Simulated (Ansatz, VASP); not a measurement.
## One calculation of Eu, two programs

```
Eu
1.0
    -2.27550    2.27550    2.27550
     2.27550   -2.27550    2.27550
     2.27550    2.27550   -2.27550
Eu
1
Direct
  0.00000 0.00000 0.00000
```

Alike in both runs: task relaxation of cell and atoms; functional RPBE; k mesh 10 × 10 × 10; occupations fermi-dirac, width 0.05 eV; collinear spin.

|  | VASP | Ansatz |
| --- | --- | --- |
| version | VASP 6.6.1 | Ansatz 0.2.0 |
| potentials or method | VASP PAW PBE potentials, release 64 (Eu), cutoff 600 eV | plane waves (420 eV) with PAW, scalar-relativistic |
| valence electrons in the cell | 17 | 17 |

VASP gave:

* net moment per atom (μB): 7.44
* size of the moment on the site where the two differ most (μB): 6.71
* relaxed volume (Å³/atom): 45.60
* relaxed cell length with the largest relative difference (Å): 3.898

Task: Which values does Ansatz return?

Result: net moment per atom (μB): 7.46; size of the moment on the site where the two differ most (μB): 7.13; relaxed volume (Å³/atom): 46.46; relaxed cell length with the largest relative difference (Å): 3.923.

VASP's potentials were made for PBE, not for RPBE. Site moments also hang on the region over which each program counts them.

Spin-orbit coupling is off throughout.
